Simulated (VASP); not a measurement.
Be2C, 3 atoms in the cell. It takes space group Fm-3m (No. 225, cubic). Conventional cell: a = 4.387 Å, b = 4.387 Å, c = 4.387 Å, α = 90.00°, β = 90.00°, γ = 90.00°. C (site symmetry m-3m) has 8 Be at 1.90 Å within 2.5 Å. Be (site symmetry -43m) has 4 C at 1.90 Å and 6 Be at 2.19 Å within 2.5 Å.  This cell differs from its parent crystal: volume scaled by 1.04.

- Program: VASP 6.6.1
- Task: single point
- Functional: LDA
- Potentials or basis: VASP PAW LDA potentials, release 64 (C, Be)
- Cutoff: 600 eV
- k mesh: 11 × 11 × 11
- Occupations: fermi-dirac, width 0.05 eV
- Spin: no spin polarisation
- Dipole correction: no
- Further INCAR settings: ALGO = Normal; EDIFF = 1e-06; NBANDS = 11

Potentials or basis: VASP PAW LDA potentials, release 64 (C, Be).

Command:

```bash
$ cat potpaw_LDA.64/C/POTCAR potpaw_LDA.64/Be/POTCAR > POTCAR
$ mpirun -np 1 vasp_std > vasp.out
```

Hardware: 1 thread of Intel(R) Xeon(R) 6975P-C (Granite Rapids) (shared host).

**Question.** Estimate the wall time of this run.

**Answer.** Run time: 6.5 s on 1 thread of Intel(R) Xeon(R) 6975P-C (Granite Rapids), with other jobs on the host, peak memory 0.14 GiB. Counts: scf iterations 11, k points 56.
